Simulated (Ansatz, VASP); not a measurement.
## One calculation of BP, two programs

File INCAR:

```
ALGO = Normal ; EDIFF = 1E-7
ENCUT = 520 ; GGA = PE
ISIF = 2 ; ISMEAR = 0
LASPH = T ; LCHARG = F
LREAL = F ; LWAVE = F
NBANDS = 11 ; NELM = 100
PREC = Accurate ; SIGMA = 0.05
```

Contents of KPOINTS:

```
k-points
0
Gamma
  12 12 12
```

Contents of POSCAR:

```
BP
1.0
    0.0000000000      2.1980467957      2.4178514752
    2.1980467957      0.0000000000      2.4178514752
    2.1980467957      2.1980467957      0.0000000000
B P
1 1
Direct
    0.0000000000      0.0000000000      0.0000000000
    0.7500000000      0.7500000000      0.7500000000
```

Input for Ansatz:

```yaml
crystal:
  lattice:
    - [0.0, 2.1980467957, 2.4178514752]
    - [2.1980467957, 0.0, 2.4178514752]
    - [2.1980467957, 2.1980467957, 0.0]
  atoms:
    - { symbol: B, position: [0.0, 0.0, 0.0] }
    - { symbol: P, position: [0.75, 0.75, 0.75] }
basis:
  ecutwfc: 420
kpoints:
  mp_grid: { grid: [12, 12, 12] }
hamiltonian:
  xc: pbe
scf:
  occupations: { method: gaussian, width: 0.05 }
output:
  forces: true
  stress: true
  eigenvalues: true
```

Alike in both runs: task single point; functional PBE; k mesh 12 × 12 × 12; occupations gaussian, width 0.05 eV; no spin polarisation.

|  | VASP | Ansatz |
| --- | --- | --- |
| version | VASP 6.6.1 | Ansatz 0.2.0 |
| potentials or method | VASP PAW PBE potentials, release 64 (B, P), cutoff 520 eV | scalar-relativistic, plane waves, PAW |
| valence electrons in the cell | 8 | 8 |

|  | VASP | Ansatz | Ansatz less VASP |
| --- | --- | --- | --- |
| gap on the k mesh at the Fermi level (eV) | 0.51 | 0.52 | +0.005 |
| least direct gap on the mesh (eV) | 2.93 | 2.93 | +0.004 |
| pressure (GPa) | 0.8 | 1.0 | +0.23 |
| traceless stress, the component that is largest in VASP (GPa) | -19.17 | -19.14 | +0.028 |

With one functional, cell and mesh, what is left measures potentials, basis and numerics.
